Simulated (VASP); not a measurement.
Input of a VASP 6.6.1 run:

POSCAR

```
Ti7Si
1.0
   -4.0295527829      4.0295527829      0.0000000000
   -4.0295527829      0.0000000000      4.0295527829
    0.0000000000      4.0295527829      4.0295527829
Ti Si
7 1
Direct
    0.0000000000      0.0000000000      0.0000000000
    0.5000000000      0.0000000000      0.0000000000
    0.0000000000      0.5000000000      0.0000000000
    0.0000000000      0.0000000000      0.5000000000
    0.5000000000      0.0000000000      0.5000000000
    0.0000000000      0.5000000000      0.5000000000
    0.5000000000      0.5000000000      0.5000000000
    0.5000000000      0.5000000000      0.0000000000
```

The input INCAR.step1:

```
SYSTEM = Ti7Si
ALGO = Normal
EDIFF = 1E-4
ENCUT = 520
GGA = PE
ISMEAR = 0
LASPH = .True.
LCHARG = .False.
LREAL = .False.
LWAVE = .True.
NBANDS = 54
NELM = 100
PREC = Accurate
SIGMA = 0.1
```

INCAR.step2

```
SYSTEM = Ti7Si
ALGO = Normal
EDIFF = 1E-7
ENCUT = 520
ISIF = 2
ISMEAR = 0
ISTART = 1
LASPH = .True.
LCHARG = .True.
LELF = .True.
LMIXTAU = .True.
LREAL = .False.
LVHAR = .True.
LWAVE = .False.
METAGGA = R2SCAN
NBANDS = 54
NELM = 100
PREC = Accurate
SIGMA = 0.1
```

KPOINTS

```
k-points
0
Gamma
  8 8 8
  0 0 0
```

Potentials or basis: VASP PAW PBE potentials, release 64 (Ti_sv, Si).

Run with:

```bash
$ cat potpaw_PBE.64/Ti_sv/POTCAR potpaw_PBE.64/Si/POTCAR > POTCAR
$ cp INCAR.step1 INCAR
$ mpirun -np 1 vasp_std > vasp.out
$ cp INCAR.step2 INCAR
$ mpirun -np 1 vasp_std > vasp.out
```

**Question.** What does it give for the band gap on the k mesh?

**Answer.** Zero (bands 44 and 45 overlap by 1.32 eV).

**Question.** Predict the pressure.

**Answer.** 0.4 GPa.

Caveat: the PAW data sets were made with another functional, which shifts forces and pressure a little.
